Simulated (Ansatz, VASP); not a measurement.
## P in VASP and in Ansatz

The input INCAR:

```
SYSTEM = P
PREC = Accurate
ENCUT = 520
EDIFF = 1E-7
ISMEAR = 0
SIGMA = 0.011
LREAL = .False.
LASPH = .True.
NELM = 100
ALGO = Normal
ISIF = 2
LWAVE = .False.
LCHARG = .False.
GGA = PE
NBANDS = 18
```

KPOINTS

```
regular mesh
0
Gamma
  8 8 6
  0 0 0
```

The input POSCAR:

```
P
1.0
    1.6477431241     -5.4650377251      0.0000000000
    1.6477431241      5.4650377251      0.0000000000
    0.0000000000      0.0000000000      4.5436355900
P
4
Direct
    0.9041431300      0.0958568700      0.5888151700
    0.0958568700      0.9041431300      0.4111848300
    0.5958568700      0.4041431300      0.0888151700
    0.4041431300      0.5958568700      0.9111848300
```

Contents of input.yaml:

```yaml
crystal:
  lattice:
    - [1.6477431241, -5.4650377251, 0.0]
    - [1.6477431241, 5.4650377251, 0.0]
    - [0.0, 0.0, 4.54363559]
  atoms:
    - { symbol: P, position: [0.90414313, 0.09585687, 0.58881517] }
    - { symbol: P, position: [0.09585687, 0.90414313, 0.41118483] }
    - { symbol: P, position: [0.59585687, 0.40414313, 0.08881517] }
    - { symbol: P, position: [0.40414313, 0.59585687, 0.91118483] }
hamiltonian:
  xc: pbe
  pseudopotentials: { kind: paw }
kpoints:
  mp_grid: { grid: [8, 8, 6] }
scf:
  occupations: { method: gaussian, width: 0.011 }
output:
  forces: true
  stress: true
  eigenvalues: true
```

Alike in both runs: task single point; functional PBE; k mesh 8 × 8 × 6; occupations gaussian, width 0.011 eV; no spin polarisation.

```csv
,VASP,Ansatz
version,VASP 6.6.1,Ansatz 0.2.0
potentials or method,"VASP PAW PBE potentials, release 64 (P)",Ansatz PAW
plane-wave cutoff (eV),520,420
valence electrons in the cell,20,20
```

Ansatz gave:

- gap on the k mesh at the Fermi level (eV): 0.10
- least direct gap on the mesh (eV): 0.10
- pressure (GPa): 2.0
- traceless stress, the component that is largest in VASP (GPa): 0.22
- rms of the force components (eV/Å): 0.195

Q: What did VASP give for the same quantities?

A: gap on the k mesh at the Fermi level (eV): 0.11; least direct gap on the mesh (eV): 0.11; pressure (GPa): 1.7; traceless stress, the component that is largest in VASP (GPa): 0.20; rms of the force components (eV/Å): 0.166.

Atom by atom the forces differ by 0.031 eV/Å (rms over components).
